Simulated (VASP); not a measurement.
# AgCl (Fm-3m) in VASP: single point with HSE06

Aim: the single point of AgCl with HSE06.

All numbers are computed with VASP 6.6.1; they aren't measurements. Logs are shortened: lines on timing, memory, paths and dates and some standing lists are left out, and cuts for length are marked.

## Step 1: The cell of the first run

Symmetry: Fm-3m, No. 225, cubic system. The conventional cell has a = 5.448 Å, b = 5.448 Å, c = 5.448 Å, α = 90.00°, β = 90.00°, γ = 90.00°. Within 3.6 Å of Ag (site symmetry m-3m) lie 6 Cl at 2.72 Å. Cl (site symmetry m-3m) has 6 Ag at 2.72 Å within 3.6 Å.

## Step 2: Single point, HSE06

The input, POSCAR:

```
AgCl
1.0
    0.0000000000      2.7237608988      2.7237608988
    2.7237608988      0.0000000000      2.7237608988
    2.7237608988      2.7237608988      0.0000000000
Ag Cl
1 1
Direct
    0.0000000000      0.0000000000      0.0000000000
    0.5000000000      0.5000000000      0.5000000000
```

The input, INCAR.step1:

```
SYSTEM = AgCl
  ALGO = Normal
  EDIFF = 1E-5
  ENCUT = 520
  GGA = PE
  ISIF = 2
  ISMEAR = 0
  LASPH = .True.
  LCHARG = .False.
  LREAL = .False.
  LUSENCCL = .False.
  LWAVE = .True.
  NBANDS = 16
  NELM = 60
  PREC = Accurate
  SIGMA = 0.01
```

The input, INCAR.step2:

```
SYSTEM = AgCl
  ALGO = Normal
  EDIFF = 1E-6
  ENCUT = 520
  GGA = PE
  HFSCREEN = 0.2079
  ISIF = 2
  ISMEAR = 0
  ISTART = 1
  LASPH = .True.
  LCHARG = .False.
  LHFCALC = .True.
  LREAL = .False.
  LUSENCCL = .False.
  LWAVE = .False.
  NBANDS = 16
  NELM = 60
  PREC = Accurate
  PRECFOCK = Normal
  SIGMA = 0.01
```

The input, KPOINTS:

```
k-points
0
Gamma
  6 6 6
  0 0 0
```

Potentials or basis: VASP PAW PBE potentials, release 64 (Ag, Cl).

The run is started by

```sh
$ cat potpaw_PBE.64/Ag/POTCAR potpaw_PBE.64/Cl/POTCAR > POTCAR
$ cp INCAR.step1 INCAR
$ mpirun -np 1 vasp_std > vasp.out
$ cp INCAR.step2 INCAR
$ mpirun -np 1 vasp_std > vasp.out
```

OUTCAR:

```text
SYSTEM = AgCl
   EDIFF = 1E-6
   ENCUT = 520
   GGA = PE
   HFSCREEN = 0.2079
   ISIF = 2
   ISMEAR = 0
   ISTART = 1
   LASPH = .True.
   LHFCALC = .True.
   LREAL = .False.
   NELM = 60
   PREC = Accurate
   PRECFOCK = Normal

 ion  position               nearest neighbor table
   1  0.000  0.000  0.000-   2 2.72   2 2.72   2 2.72   2 2.72   2 2.72   2 2.72
   2  0.500  0.500  0.500-   1 2.72   1 2.72   1 2.72   1 2.72   1 2.72   1 2.72

  LATTYP: Found a face centered cubic cell.
 ALAT       =     5.4475217976

  Lattice vectors:

 A1 = (   0.0000000000,   2.7237608988,   2.7237608988)
 A2 = (   2.7237608988,   0.0000000000,   2.7237608988)
 A3 = (   2.7237608988,   2.7237608988,   0.0000000000)

Analysis of symmetry for initial positions (statically):
=====================================================================
 Subroutine PRICEL returns:
 Original cell was already a primitive cell.

 Routine SETGRP: Setting up the symmetry group for a
 face centered cubic supercell.

 Subroutine GETGRP returns: Found 48 space group operations
 (whereof 48 operations were pure point group operations)
 out of a pool of 48 trial point group operations.

The static configuration has the point symmetry O_h .

Analysis of symmetry for dynamics (positions and initial velocities):
=====================================================================
 Subroutine PRICEL returns:
 Original cell was already a primitive cell.

 Routine SETGRP: Setting up the symmetry group for a
 face centered cubic supercell.

 Subroutine GETGRP returns: Found 48 space group operations
 (whereof 48 operations were pure point group operations)
 out of a pool of 48 trial point group operations.

The dynamic configuration has the point symmetry O_h .

 Subroutine INISYM returns: Found 48 space group operations
 (whereof 48 operations are pure point group operations),
 and found     1 'primitive' translations

----------------------------------------------------------------------------------------

                                     Primitive cell

  volume of cell :      40.4145

  direct lattice vectors                    reciprocal lattice vectors
     0.000000000  2.723760899  2.723760899    -0.183569711  0.183569711  0.183569711
     2.723760899  0.000000000  2.723760899     0.183569711 -0.183569711  0.183569711
[... 83 lines left out ...]
   ISYM   =      3    0-nonsym 1-usesym 2-fastsym
   POTIM  = 0.5000    time-step for ionic-motion
   TEBEG  =    0.0;   TEEND  =   0.0 temperature during run
   PSTRESS=    0.0 pullay stress
   NELECT =      18.0000    total number of electrons
   NUPDOWN=      -1.0000    fix difference up-down
   EMIN   =  10.00;   EMAX   =-10.00  energy-range for DOS
   EFERMI =   0.00;   METHOD = LEGACY
   ISMEAR =     0;   SIGMA  =   0.01  broadening in eV -4-tet -1-fermi 0-gaus
   EFERMI_NEDOS =   21; number of points for ismear=-14 and -15
   IALGO  =     38    algorithm
   IMIX   =      1    mixing-type and parameters
     AMIX     =   0.40;   BMIX     =  1.00
     AMIX_MAG =   1.60;   BMIX_MAG =  1.00
  volume/ion in A,a.u.               =      20.21       136.37
  Fermi-wavevector in a.u.,A,eV,Ry     =   1.250221  2.362575 21.266611  1.563052
  Thomas-Fermi vector in A             =   2.384225
   LORBIT       =      0    0 simple, 1 ext, 2 COOP (PROOUT), +10 PAW based schemes
   GGA     = PE    functional components
   LHFCALC =     T    Hartree Fock is set to
   PRECFOCK=normal    Normal, Fast or Accurate (Low or Medium for compatibility)
   ENCUT4O =  -1.0   cutoff for four orbital integrals eV
   NKREDX  =     1    reduce k-point grid by
   NKREDY  =     1    reduce k-point grid by
   NKREDZ  =     1    reduce k-point grid by
   AEXX    =    0.2500 exact exchange contribution
   HFSCREEN=    0.2079 screening length (either q_TF or 0.3 A-1)
   HFSCREENC=   0.2079 screening length for correlation (either q_TF or 0.3 A-1)
   ENCUTFOCK=  -1.0 apply spherical cutoff to Coloumb kernel
   IVDW    =     0    specifies the selected vdW correction
   LEPSILON=     F    determine dielectric tensor
   LRPA    =     F    only Hartree local field effects (RPA)
 non-spin polarized calculation
 Gauss-broadening in eV      SIGMA  =   0.01
  energy-cutoff  :      520.00
  volume of cell :       40.41
 maximum number of plane-waves:      1113
 NGX is ok and might be reduce to    30
  NGX = 24; NGY = 24; NGZ = 24

 number of electron      18.0000001 magnetization

 Free energy of the ion-electron system (eV)
  ---------------------------------------------------
  ext. energy  EPLUGINS =         0.00000000
  ---------------------------------------------------
  free energy    TOTEN  =        -6.59935066 eV

  energy without entropy =       -6.59935066  energy(sigma->0) =       -6.59935066

 E-fermi :   3.5981     XC(G=0):  -8.4377

 val. band max:        3.5024204977   @ k =   0.5000   0.0000   0.0000
 cond. band min:       5.8775276932   @ k =   0.0000   0.0000   0.0000
 fundamental gap:      2.3751071955
 Fermi energy:         3.5980894108

 k-point     1 :       0.0000    0.0000    0.0000
  band No.  band energies     occupation
      1     -13.1850      2.00000
      2       0.4218      2.00000
      3       0.4218      2.00000
      4       0.4218      2.00000
      5       0.4229      2.00000
      6       0.4229      2.00000
[... 281 lines left out ...]
      3      -1.1105      2.00000
      4      -0.7253      2.00000
      5       0.8572      2.00000
      6       0.9682      2.00000
[... 8 lines left out ...]
     15      19.7833      0.00000
     16      20.5532      0.00000

------------------------ aborting loop because EDIFF is reached ----------------------------------------

  FORCE on cell =-STRESS in cart. coord.  units (eV):
  Direction    XX          YY          ZZ          XY          YZ          ZX
  --------------------------------------------------------------------------------------
  -------------------------------------------------------------------------------------
  Total        1.0632698      1.0632698      1.0632698      0.0000000      0.0000000     -0.0000000
  in kB       42.1518984     42.1518984     42.1518984      0.0000000      0.0000000     -0.0000000
  external PRESSURE =      42.1518984 kB  Pullay stress =       0.0000000 kB

 VOLUME and BASIS-vectors are now :
 -----------------------------------------------------------------------------
  energy-cutoff  :      520.00
  volume of cell :       40.41
      direct lattice vectors                 reciprocal lattice vectors
     0.000000000  2.723760899  2.723760899    -0.183569711  0.183569711  0.183569711
     2.723760899  0.000000000  2.723760899     0.183569711 -0.183569711  0.183569711
     2.723760899  2.723760899  0.000000000     0.183569711  0.183569711 -0.183569711

 POSITION                                       TOTAL-FORCE (eV/Angst)
 -----------------------------------------------------------------------------------
      0.00000      0.00000      0.00000         0.000000     -0.000000     -0.000000
      2.72376      2.72376      2.72376         0.000000      0.000000      0.000000
 -----------------------------------------------------------------------------------
    total drift:                                0.000000      0.000000      0.000000

  FREE ENERGIE OF THE ION-ELECTRON SYSTEM (eV)
  ---------------------------------------------------
  free  energy   TOTEN  =        -6.5993506583 eV

  energy  without entropy=       -6.5993506583  energy(sigma->0) =       -6.59935066
```

OUTCAR.step1:

```text
SYSTEM = AgCl
   EDIFF = 1E-5
   ENCUT = 520
   GGA = PE
   ISIF = 2
   ISMEAR = 0
[... 516 lines left out ...]
      0.00000      0.00000      0.00000         0.000000      0.000000      0.000000
      2.72376      2.72376      2.72376         0.000000      0.000000      0.000000
 -----------------------------------------------------------------------------------
    total drift:                               -0.000000      0.000000      0.000000

  FREE ENERGIE OF THE ION-ELECTRON SYSTEM (eV)
  ---------------------------------------------------
  free  energy   TOTEN  =        -5.3517103984 eV

  energy  without entropy=       -5.3517103984  energy(sigma->0) =       -5.35171040
```

OSZICAR.step1:

```text
N       E                     dE             d eps       ncg     rms          rms(c)
DAV:   1     0.105340484969E+03    0.10534E+03   -0.85665E+03   512   0.101E+03
DAV:   2    -0.133476799491E+01   -0.10668E+03   -0.98707E+02   632   0.229E+02
DAV:   3    -0.549854406468E+01   -0.41638E+01   -0.41538E+01   648   0.472E+01
DAV:   4    -0.552666098641E+01   -0.28117E-01   -0.28115E-01   624   0.431E+00
DAV:   5    -0.552702556505E+01   -0.36458E-03   -0.36458E-03   648   0.474E-01    0.716E+00
DAV:   6    -0.535649842299E+01    0.17053E+00   -0.23659E-01   616   0.644E+00    0.462E+00
DAV:   7    -0.535233610638E+01    0.41623E-02   -0.95255E-02   600   0.204E+00    0.210E+00
DAV:   8    -0.535159238472E+01    0.74372E-03   -0.42043E-03   552   0.677E-01    0.311E-01
DAV:   9    -0.535165328334E+01   -0.60899E-04   -0.52593E-04   680   0.261E-01    0.326E-02
DAV:  10    -0.535170707092E+01   -0.53788E-04   -0.66284E-05   616   0.747E-02    0.266E-02
DAV:  11    -0.535171039839E+01   -0.33275E-05   -0.44383E-06   480   0.158E-02
   1 F= -.53517104E+01 E0= -.53517104E+01  d E =-.356884E-21
```

Run time: 42 min. Hardware: 1 × NVIDIA H100 80GB with 1 thread of AMD EPYC 7R13 (Zen 3), shared host; peak memory 1.2 GiB.

What came out:

| Property | Result |
| --- | --- |
| Free energy | -6.5994 eV |
| Pressure | 4.2 GPa |
| Band gap on the k mesh | 2.38 eV (least direct gap 4.86 eV) |

Caveat: the cell stands under pressure; the PAW data sets were made with another functional, which shifts forces and pressure a little. A k mesh can miss the band edges.
